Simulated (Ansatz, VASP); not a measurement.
**Two plane-wave programs on PtSe2**

```
Pt Se
1.0
     3.59650    0.00000    0.00000
    -1.79825    3.11466    0.00000
     0.00000    0.00000   11.25483
Pt Se
2 4
Direct
  0.33333 0.66667 0.25000
  0.66667 0.33333 0.75000
  0.66667 0.33333 0.38194
  0.66667 0.33333 0.11806
  0.33333 0.66667 0.88194
  0.33333 0.66667 0.61806
```

Alike in both runs: task single point; functional r2SCAN; k mesh 12 × 12 × 2; occupations fermi-dirac, width 0.02 eV; no spin polarisation.

|  | VASP | Ansatz |
| --- | --- | --- |
| version | VASP 6.6.1 | Ansatz 0.2.0 |
| potentials or method | VASP PAW PBE potentials, release 64 (Pt, Se) | plane waves, PAW |
| plane-wave cutoff (eV) | 520 | 500 |
| valence electrons in the cell | 44 | 100 |

```csv
,VASP,Ansatz,Ansatz less VASP
pressure (GPa),1.4,1.4,-0.03
"traceless stress, the component that is largest in VASP (GPa)",-0.19,-0.15,+0.034
rms of the force components (eV/Å),0.010,0.012,+0.0019
```

VASP's potentials were made for PBE, not for r2SCAN. Atom by atom the forces differ by 0.002 eV/Å (rms over components). VASP's potentials hold 44 valence electrons a cell and Ansatz's 100, so a difference there can come from the potentials and not from the codes.

Spin-orbit coupling is off throughout.
